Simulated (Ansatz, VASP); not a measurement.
**Two plane-wave programs on MgI2**

The input INCAR:

```
PREC = Accurate
ENCUT = 520
EDIFF = 1E-6
ISMEAR = 0
SIGMA = 0.05
LREAL = False
LASPH = True
NELM = 80
ALGO = Normal
ISIF = 2
LWAVE = False
LCHARG = False
GGA = PE
IVDW = 12
NBANDS = 15
```

Contents of KPOINTS:

```
Automatic mesh
0
Gamma
  6 6 4
```

POSCAR

```
MgI2
1.0
    4.1537001214      0.0000000000      0.0000000000
   -2.0768500607      3.5972098248      0.0000000000
    0.0000000000      0.0000000000      7.4109600000
Mg I
1 2
Direct
    0.0000000000      0.0000000000      0.0000000000
    0.3333333333      0.6666666667      0.7576300000
    0.6666666667      0.3333333333      0.2423700000
```

Input for Ansatz:

```yaml
crystal:
  lattice:
    - [4.1537001214, 0.0, 0.0]
    - [-2.0768500607, 3.5972098248, 0.0]
    - [0.0, 0.0, 7.41096]
  atoms:
    - { symbol: Mg, position: [0.0, 0.0, 0.0] }
    - { symbol: I, position: [0.3333333333, 0.6666666667, 0.75763] }
    - { symbol: I, position: [0.6666666667, 0.3333333333, 0.24237] }
basis:
  ecutwfc: 420
kpoints:
  mp_grid: { grid: [6, 6, 4] }
hamiltonian:
  xc: pbe
  dispersion: d3bj
scf:
  occupations: { method: gaussian, width: 0.05 }
output:
  forces: true
  stress: true
  eigenvalues: true
```

Change from the starting cell: strain +0.000 along x and y, +0.080 along z, atoms carried along.

Alike in both runs: task single point; functional PBE; dispersion D3(BJ); k mesh 6 × 6 × 4; occupations gaussian, width 0.05 eV; no spin polarisation.

```csv
,VASP,Ansatz
version,VASP 6.6.1,Ansatz 0.2.0
potentials or method,"VASP PAW PBE potentials, release 64 (Mg, I), cutoff 520 eV","scalar-relativistic, plane waves, PAW"
valence electrons in the cell,16,44
```

|  | VASP | Ansatz | Ansatz less VASP |
| --- | --- | --- | --- |
| gap on the k mesh at the Fermi level (eV) | 3.28 | 3.30 | +0.017 |
| least direct gap on the mesh (eV) | 3.36 | 3.38 | +0.015 |
| pressure (GPa) | -2.2 | -2.1 | +0.06 |
| traceless stress, the component that is largest in VASP (GPa) | -1.26 | -1.27 | -0.004 |
| rms of the force components (eV/Å) | 0.247 | 0.242 | -0.0047 |

Atom by atom the forces differ by 0.005 eV/Å (rms over components). VASP's potentials hold 16 valence electrons a cell and Ansatz's 44, so a difference there can come from the potentials and not from the codes.

Spin-orbit coupling is off throughout.
